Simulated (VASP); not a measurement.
A run of VASP 6.6.1:

POSCAR

```
Hf2S
1.0
    3.3742737662      0.0000000000      0.0000000000
   -1.6871368831      2.9222068008      0.0000000000
    0.0000000000      0.0000000000     11.7174070300
Hf S
4 2
Direct
    0.6666666667      0.3333333333      0.8998116400
    0.3333333333      0.6666666667      0.3998116400
    0.6666666667      0.3333333333      0.6001883600
    0.3333333333      0.6666666667      0.1001883600
    0.0000000000      0.0000000000      0.7500000000
    0.0000000000      0.0000000000      0.2500000000
```

Contents of INCAR.step1:

```
SYSTEM = Hf2S
  ALGO = Normal
  EDIFF = 1E-4
  ENCUT = 520
  GGA = PE
  ISMEAR = 0
  LASPH = .TRUE.
  LCHARG = .FALSE.
  LREAL = .FALSE.
  LWAVE = .TRUE.
  NBANDS = 35
  NELM = 60
  PREC = Accurate
  SIGMA = 0.1
```

File INCAR.step2:

```
SYSTEM = Hf2S
  ALGO = Normal
  EDIFF = 1E-6
  ENCUT = 520
  ISIF = 2
  ISMEAR = 0
  ISTART = 1
  LASPH = .TRUE.
  LCHARG = .FALSE.
  LMIXTAU = .TRUE.
  LREAL = .FALSE.
  LWAVE = .FALSE.
  METAGGA = R2SCAN
  NBANDS = 35
  NELM = 60
  PREC = Accurate
  SIGMA = 0.1
```

KPOINTS

```
k-points
0
G
  6 6 2
  0 0 0
```

Potentials or basis: VASP PAW PBE potentials, release 64 (Hf_pv, S).

Launch:

```bash
$ cat potpaw_PBE.64/Hf_pv/POTCAR potpaw_PBE.64/S/POTCAR > POTCAR
$ cp INCAR.step1 INCAR
$ mpirun -np 1 vasp_std > vasp.out
$ cp INCAR.step2 INCAR
$ mpirun -np 1 vasp_std > vasp.out
```

Hardware: 1 thread of AMD EPYC 7R43 64-Core Processor (Zen 3), with other jobs on the host.

Task: Estimate the wall time of this run.

Result: Run time: 3.6 min on 1 thread of AMD EPYC 7R43 64-Core Processor (Zen 3) (shared host), peak memory 0.25 GiB. Counts: k points 14.
